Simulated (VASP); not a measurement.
A run of VASP 6.6.1 is set up as follows.

The input POSCAR:

```
C
1.0
    2.5032699062      0.0000000000      0.0000000000
   -1.2516349531      2.1678953313      0.0000000000
    0.0000000000      0.0000000000      4.1687214673
C
4
Direct
    0.3333333333      0.6666666667      0.0627304278
    0.6666666667      0.3333333333      0.5627304278
    0.3333333333      0.6666666667      0.4372695722
    0.6666666667      0.3333333333      0.9372695722
```

INCAR.step1

```
PREC = Accurate
ENCUT = 520
ISMEAR = -1
SIGMA = 0.05
LREAL = False
LASPH = True
NELM = 60
NBANDS = 16
GGA = PE
ALGO = Normal
EDIFF = 1E-4
LWAVE = True
LCHARG = False
```

INCAR.step2

```
PREC = Accurate
ENCUT = 520
EDIFF = 1E-7
ISMEAR = -1
SIGMA = 0.05
LREAL = False
LASPH = True
NELM = 60
ALGO = Normal
ISIF = 2
LWAVE = False
LCHARG = False
METAGGA = R2SCAN
LMIXTAU = True
NBANDS = 16
ISTART = 1
```

The input KPOINTS:

```
Automatic mesh
0
Gamma
  13 13 7
```

Potentials or basis: VASP PAW PBE potentials, release 64 (C).

Launch:

```console
$ cat potpaw_PBE.64/C/POTCAR > POTCAR
$ cp INCAR.step1 INCAR
$ mpirun -np 1 vasp_std > vasp.out
$ cp INCAR.step2 INCAR
$ mpirun -np 1 vasp_std > vasp.out
```

Question: What does it give for the band gap on the k mesh?

Answer: 3.69 eV, indirect (least direct gap 5.19 eV).

Question: Predict the largest force.

Answer: 0.010 eV/Å.

Forces on the atoms (eV/Å):
```
C    0.000  0.000  0.010
C    0.000  0.000  0.010
C    0.000  0.000 -0.010
C    0.000  0.000 -0.010
```

Caveat: the PAW data sets were made with another functional, which shifts forces and pressure a little. r2SCAN opens gaps a little over a GGA but as a rule still falls short of measured ones.
